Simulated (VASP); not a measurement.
# Pd (Fm-3m) in VASP: density of states with PBEsol

Aim: the density of states of Pd with PBEsol.

Program: VASP 6.6.1. These are calculated values, not measurements. Logs are shortened: lines on timing, memory, paths and dates and some standing lists are left out, and cuts for length are marked.

### Step 1. The cell of the first run

The structure is cubic, space group Fm-3m (No. 225). Conventional cell: a = 3.913 Å, b = 3.913 Å, c = 3.913 Å, α = 90.00°, β = 90.00°, γ = 90.00°. Pd (site symmetry m-3m) has 12 Pd at 2.77 Å within 3.6 Å.

### Step 2. Density of states, PBEsol

POSCAR reads:

```
Pd
1.0
    0.0000000000      1.9566150000      1.9566150000
    1.9566150000      0.0000000000      1.9566150000
    1.9566150000      1.9566150000      0.0000000000
Pd
1
Direct
    0.0000000000      0.0000000000      0.0000000000
```

INCAR.step1 reads:

```
PREC = Accurate
ENCUT = 520
EDIFF = 1E-6
ISMEAR = -1
SIGMA = 0.1
LREAL = F
LASPH = T
NELM = 80
ALGO = Normal
ISIF = 2
LWAVE = F
LCHARG = T
LMAXMIX = 4
GGA = PS
NBANDS = 11
```

KPOINTS.step1 reads:

```
regular mesh
0
Gamma
  15 15 15
```

INCAR.step2 reads:

```
PREC = Accurate
ENCUT = 520
EDIFF = 1E-6
ISMEAR = -5
SIGMA = 0.1
LREAL = F
LASPH = T
NELM = 80
ALGO = Normal
ISIF = 2
LWAVE = F
LCHARG = F
LMAXMIX = 4
GGA = PS
LORBIT = 11
NBANDS = 11
NEDOS = 2001
ICHARG = 11
```

KPOINTS.step2 reads:

```
regular mesh
0
Gamma
  23 23 23
```

Potentials or basis: VASP PAW PBE potentials, release 64 (Pd).

On the command line:

```sh
$ cat potpaw_PBE.64/Pd/POTCAR > POTCAR
$ cp INCAR.step1 INCAR
$ cp KPOINTS.step1 KPOINTS
$ mpirun -np 1 vasp_std > vasp.out
$ cp INCAR.step2 INCAR
$ cp KPOINTS.step2 KPOINTS
$ mpirun -np 1 vasp_std > vasp.out
```

OUTCAR:

```text
PREC = Accurate
   ENCUT = 520
   EDIFF = 1E-6
   ISMEAR = -5
   LREAL = F
   LASPH = T
   NELM = 80
   ISIF = 2
   GGA = PS
   LORBIT = 11
   ICHARG = 11

 ion  position               nearest neighbor table
   1  0.000  0.000  0.000-

  LATTYP: Found a face centered cubic cell.
 ALAT       =     3.9132300000

  Lattice vectors:

 A1 = (   0.0000000000,   1.9566150000,   1.9566150000)
 A2 = (   1.9566150000,   0.0000000000,   1.9566150000)
 A3 = (   1.9566150000,   1.9566150000,   0.0000000000)

Analysis of symmetry for initial positions (statically):
=====================================================================
 Subroutine PRICEL returns:
 Original cell was already a primitive cell.

 Routine SETGRP: Setting up the symmetry group for a
 face centered cubic supercell.

 Subroutine GETGRP returns: Found 48 space group operations
 (whereof 48 operations were pure point group operations)
 out of a pool of 48 trial point group operations.

The static configuration has the point symmetry O_h .

Analysis of symmetry for dynamics (positions and initial velocities):
=====================================================================
 Subroutine PRICEL returns:
 Original cell was already a primitive cell.

 Routine SETGRP: Setting up the symmetry group for a
 face centered cubic supercell.

 Subroutine GETGRP returns: Found 48 space group operations
 (whereof 48 operations were pure point group operations)
 out of a pool of 48 trial point group operations.

The dynamic configuration has the point symmetry O_h .

 Subroutine INISYM returns: Found 48 space group operations
 (whereof 48 operations are pure point group operations),
 and found     1 'primitive' translations

----------------------------------------------------------------------------------------

                                     Primitive cell

  volume of cell :      14.9812

  direct lattice vectors                    reciprocal lattice vectors
     0.000000000  1.956615000  1.956615000    -0.255543375  0.255543375  0.255543375
     1.956615000  0.000000000  1.956615000     0.255543375 -0.255543375  0.255543375
     1.956615000  1.956615000  0.000000000     0.255543375  0.255543375 -0.255543375

  length of vectors
     2.767071469  2.767071469  2.767071469     0.442614108  0.442614108  0.442614108

  position of ions in fractional coordinates (direct lattice)
     0.000000000  0.000000000  0.000000000

  ion indices of the primitive-cell ions
   primitive index   ion index
                 1           1

----------------------------------------------------------------------------------------

 KPOINTS: regular mesh

Automatic generation of k-mesh.
 Grid dimensions read from file:
 generate k-points for:   23   23   23

 Generating k-lattice:

  Cartesian coordinates                     Fractional coordinates (reciprocal lattice)
    -0.011110582  0.011110582  0.011110582     0.043478261  0.000000000  0.000000000
     0.011110582 -0.011110582  0.011110582     0.000000000  0.043478261  0.000000000
     0.011110582  0.011110582 -0.011110582     0.000000000  0.000000000  0.043478261

  Length of vectors
     0.019244092  0.019244092  0.019244092

  Shift w.r.t. Gamma in fractional coordinates (k-lattice)
     0.000000000  0.000000000  0.000000000

 TETIRR: Found   1662 inequivalent tetrahedra from    73002

 Subroutine IBZKPT returns following result:
 ===========================================

 Found    364 irreducible k-points:

 Following reciprocal coordinates:
            Coordinates               Weight
  0.000000  0.000000  0.000000      1.000000
  0.043478  0.000000  0.000000      8.000000
  0.086957  0.000000  0.000000      8.000000
  0.130435  0.000000  0.000000      8.000000
  0.173913  0.000000  0.000000      8.000000
  0.217391  0.000000  0.000000      8.000000
[... 16 lines left out ...]
  0.478261  0.043478  0.000000     24.000000
 -0.478261  0.043478  0.000000     24.000000
 [... further k-points ...]
   k-points           NKPTS =    364   k-points in BZ     NKDIM =    364   number of bands    NBANDS=     11
   number of dos      NEDOS =   2001   number of ions     NIONS =      1
   total plane-waves  NPLWV =  13824
   dimension x,y,z NGX =    24 NGY =   24 NGZ =   24
   dimension x,y,z NGXF=    48 NGYF=   48 NGZF=   48
   ions per type =               1
   NGX,Y,Z   is equivalent  to a cutoff of  14.42, 14.42, 14.42 a.u.
   NGXF,Y,Z  is equivalent  to a cutoff of  28.84, 28.84, 28.84 a.u.
 SYSTEM =  unknown system
   PREC   = accura    normal or accurate (medium, high low for compatibility)
   ISTART =      0    job   : 0-new  1-cont  2-samecut
   ICHARG =     11    charge: 1-file 2-atom 10-const
   ISPIN  =      1    spin polarized calculation?
   LNONCOLLINEAR =      F non collinear calculations
   LSORBIT =      F    spin-orbit coupling
   LASPH  =      T    aspherical Exc in radial PAW
   ENCUT  =  520.0 eV  38.22 Ry    6.18 a.u.   5.14  5.14  5.14*2*pi/ulx,y,z
   NELM   =     80;   NELMIN=  2; NELMDL=  0     # of ELM steps
   EDIFF  = 0.1E-05   stopping-criterion for ELM
   LREAL  =      F    real-space projection
   EDIFFG = 0.1E-04   stopping-criterion for IOM
   NSW    =      0    number of steps for IOM
   IBRION =     -1    ionic relax: 0-MD 1-quasi-New 2-CG
   NFREE  =      0    steps in history (QN), initial steepest desc. (CG)
   ISIF   =      2    stress and relaxation
   ISYM   =      2    0-nonsym 1-usesym 2-fastsym
   POTIM  = 0.5000    time-step for ionic-motion
   TEBEG  =    0.0;   TEEND  =   0.0 temperature during run
   PSTRESS=    0.0 pullay stress
   NELECT =      10.0000    total number of electrons
   NUPDOWN=      -1.0000    fix difference up-down
   EMIN   =  10.00;   EMAX   =-10.00  energy-range for DOS
   EFERMI =   0.00;   METHOD = LEGACY
   ISMEAR =    -5;   SIGMA  =   0.10  broadening in eV -4-tet -1-fermi 0-gaus
   EFERMI_NEDOS =   21; number of points for ismear=-14 and -15
   IALGO  =     38    algorithm
   IMIX   =      4    mixing-type and parameters
     AMIX     =   0.40;   BMIX     =  1.00
     AMIX_MAG =   1.60;   BMIX_MAG =  1.00
  volume/ion in A,a.u.               =      14.98       101.10
  Fermi-wavevector in a.u.,A,eV,Ry     =   1.430736  2.703699 27.851194  2.047005
  Thomas-Fermi vector in A             =   2.550549
   LORBIT       =     11    0 simple, 1 ext, 2 COOP (PROOUT), +10 PAW based schemes
   GGA     = PS    functional components
   LHFCALC =     F    Hartree Fock is set to
   AEXX    =    0.0000 exact exchange contribution
   IVDW    =     0    specifies the selected vdW correction
   LEPSILON=     F    determine dielectric tensor
   LRPA    =     F    only Hartree local field effects (RPA)
 non-spin polarized calculation
 Fermi weights with tetrahedron method with Bloechl corrections
  energy-cutoff  :      520.00
  volume of cell :       14.98
 maximum number of plane-waves:       419
 NGX is ok and might be reduce to    24

 number of electron       9.9999999 magnetization

 Free energy of the ion-electron system (eV)
  ---------------------------------------------------
  ext. energy  EPLUGINS =         0.00000000
  ---------------------------------------------------
  free energy    TOTEN  =        -5.95171814 eV

  energy without entropy =       -5.95171814  energy(sigma->0) =       -5.95171814

 E-fermi :   9.3433     XC(G=0): -13.2844

 val. band max:        9.3515087619   @ k =   0.4783   0.0870   0.0000
 cond. band min:       9.3015860729   @ k =   0.3913   0.0435   0.0000
 fundamental gap:     -0.0499226890
 Fermi energy:         9.3432941488

 k-point     1 :       0.0000    0.0000    0.0000
  band No.  band energies     occupation
      1       2.2404      2.00000
      2       6.5743      2.00000
      3       6.5743      2.00000
      4       6.5743      2.00000
      5       8.1629      2.00000
      6       8.1629      2.00000
      7      26.4799      0.00000
      8      31.1578      0.00000
      9      31.1578      0.00000
     10      31.1578      0.00000
     11      35.4876      0.00000

 k-point     2 :       0.0435    0.0000    0.0000
  band No.  band energies     occupation
      1       2.3086      2.00000
      2       6.5497      2.00000
      3       6.5982      2.00000
      4       6.5982      2.00000
      5       8.1512      2.00000
      6       8.1512      2.00000
      7      26.5523      0.00000
      8      30.6660      0.00000
      9      31.2345      0.00000
     10      31.2345      0.00000
     11      35.5418      0.00000

 k-point     3 :       0.0870    0.0000    0.0000
  band No.  band energies     occupation
      1       2.5089      2.00000
      2       6.4831      2.00000
      3       6.6644      2.00000
      4       6.6644      2.00000
      5       8.1222      2.00000
      6       8.1222      2.00000
      7      26.7377      0.00000
      8      29.5609      0.00000
      9      31.4567      0.00000
     10      31.4567      0.00000
     11      35.5863      0.00000

 k-point     4 :       0.1304    0.0000    0.0000
  band No.  band energies     occupation
      1       2.8267      2.00000
      2       6.3974      2.00000
      3       6.7552      2.00000
      4       6.7552      2.00000
      5       8.0956      2.00000
      6       8.0956      2.00000
      7      26.8769      0.00000
      8      28.3340      0.00000
      9      31.7993      0.00000
     10      31.7993      0.00000
     11      35.6006      0.00000
[... 239 lines left out ...]
 k-point    22 :       0.4348    0.0435    0.0000
  band No.  band energies     occupation
      1       4.2231      2.00000
      2       6.5420      2.00000
      3       6.6321      2.00000
      4       8.5922      2.00000
      5       9.2579      2.00248
      6       9.9251     -0.04237
      7      17.7696      0.00000
      8      26.0992      0.00000
      9      30.1241      0.00000
     10      30.6334      0.00000
     11      35.5712      0.00000

 k-point    23 :       0.4783    0.0435    0.0000
  band No.  band energies     occupation
      1       4.1928      2.00000
      2       6.5035      2.00000
      3       6.5870      2.00000
      4       8.8772      2.00000
      5       9.3357      1.98510
      6      10.5281      0.00000
      7      16.7935      0.00000
      8      25.9206      0.00000
      9      30.0017      0.00000
     10      30.1229      0.00000
     11      35.5794      0.00000

 k-point    24 :      -0.4783    0.0435    0.0000
  band No.  band energies     occupation
      1       4.1845      2.00000
      2       6.4978      2.00000
      3       6.5711      2.00000
      4       8.9731      2.00000
      5       9.3203      2.00000
      6      10.7327      0.00000
      7      16.5087      0.00000
      8      25.8735      0.00000
      9      29.8538      0.00000
     10      30.1182      0.00000
     11      35.5801      0.00000

 [... further k-points ...]

------------------------ aborting loop because EDIFF is reached ----------------------------------------

  FORCE on cell =-STRESS in cart. coord.  units (eV):
  Direction    XX          YY          ZZ          XY          YZ          ZX
  --------------------------------------------------------------------------------------
  -------------------------------------------------------------------------------------
  Total       -0.4961254     -0.4961254     -0.4961254      0.0000000      0.0000000     -0.0000000
  in kB      -53.0586129    -53.0586129    -53.0586129      0.0000000      0.0000000     -0.0000000
  external PRESSURE =     -53.0586129 kB  Pullay stress =       0.0000000 kB

 VOLUME and BASIS-vectors are now :
 -----------------------------------------------------------------------------
  energy-cutoff  :      520.00
  volume of cell :       14.98
      direct lattice vectors                 reciprocal lattice vectors
     0.000000000  1.956615000  1.956615000    -0.255543375  0.255543375  0.255543375
     1.956615000  0.000000000  1.956615000     0.255543375 -0.255543375  0.255543375
     1.956615000  1.956615000  0.000000000     0.255543375  0.255543375 -0.255543375

 POSITION                                       TOTAL-FORCE (eV/Angst)
 -----------------------------------------------------------------------------------
      0.00000      0.00000      0.00000         0.000000     -0.000000     -0.000000
 -----------------------------------------------------------------------------------
    total drift:                                0.000000      0.000000     -0.000000

  FREE ENERGIE OF THE ION-ELECTRON SYSTEM (eV)
  ---------------------------------------------------
  free  energy   TOTEN  =        -5.9517181398 eV

  energy  without entropy=       -5.9517181398  energy(sigma->0) =       -5.95171814

 total charge

# of ion       s       p       d       tot
------------------------------------------
    1        0.473   0.466   8.453   9.393
```

Run time: 70 s. Hardware: 1 thread of Intel Xeon 8259CL, shared host; peak memory 0.18 GiB.

Results:

| Item | Value |
| --- | --- |
| Valence electrons inside the program's atomic spheres | Pd 9.39 |

Levels at points of the mesh, in eV from the Fermi level:
```tsv
k point	band 2	band 3	band 4	band 5	band 6	band 7	band 8	band 9
(0.00, 0.00, 0.00)	-2.77	-2.77	-2.77	-1.18	-1.18	17.14	21.81	21.81
```

Caveat: the PAW data sets were made with another functional, which shifts forces and pressure a little; tetrahedron occupations give inexact forces and stress in metals.
